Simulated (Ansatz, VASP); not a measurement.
# SiC: VASP beside Ansatz

Contents of POSCAR:

```
SiC
1.0
    0.0000000000      2.1790000000      2.1790000000
    2.1790000000      0.0000000000      2.1790000000
    2.1790000000      2.1790000000      0.0000000000
Si C
1 1
Direct
    0.0000000000      0.0000000000      0.0000000000
    0.2500000000      0.2500000000      0.2500000000
```

The input INCAR.step1:

```
SYSTEM = SiC
  PREC = Accurate
  ENCUT = 520
  ISMEAR = 0
  SIGMA = 0.01
  LREAL = .FALSE.
  LASPH = .TRUE.
  NELM = 60
  NBANDS = 11
  GGA = PE
  ALGO = Normal
  EDIFF = 1E-4
  LWAVE = .TRUE.
  LCHARG = .FALSE.
```

The input INCAR.step2:

```
SYSTEM = SiC
  PREC = Accurate
  ENCUT = 520
  EDIFF = 1E-6
  ISMEAR = 0
  SIGMA = 0.01
  LREAL = .FALSE.
  LASPH = .TRUE.
  NELM = 60
  ALGO = Normal
  ISIF = 2
  LWAVE = .FALSE.
  LCHARG = .TRUE.
  METAGGA = R2SCAN
  LMIXTAU = .TRUE.
  LELF = .TRUE.
  LVHAR = .TRUE.
  NBANDS = 11
  ISTART = 1
```

File KPOINTS:

```
regular mesh
0
G
  8 8 8
  0 0 0
```

Input for Ansatz:

```yaml
crystal:
  lattice:
    - [0.0, 2.179, 2.179]
    - [2.179, 0.0, 2.179]
    - [2.179, 2.179, 0.0]
  atoms:
    - { symbol: Si, position: [0.0, 0.0, 0.0] }
    - { symbol: C, position: [0.25, 0.25, 0.25] }
basis:
  ecutwfc: 500.0
kpoints:
  mp_grid:
    grid: [8, 8, 8]
hamiltonian:
  xc: r2scan
  pseudopotentials:
    kind: paw
scf:
  occupations:
    method: fixed
output:
  forces: true
  stress: true
```

Alike in both runs: task single point; functional r2SCAN; k mesh 8 × 8 × 8; no spin polarisation.

```csv
,VASP,Ansatz
version,VASP 6.6.1,Ansatz 0.2.0
potentials or method,"VASP PAW PBE potentials, release 64 (Si, C), cutoff 520 eV","plane waves, PAW"
occupations,"gaussian, width 0.01 eV",fixed
valence electrons in the cell,8,8
```

|  | VASP | Ansatz | Ansatz less VASP |
| --- | --- | --- | --- |
| pressure (GPa) | -0.4 | -0.3 | +0.17 |

VASP's potentials were made for PBE, not for r2SCAN.
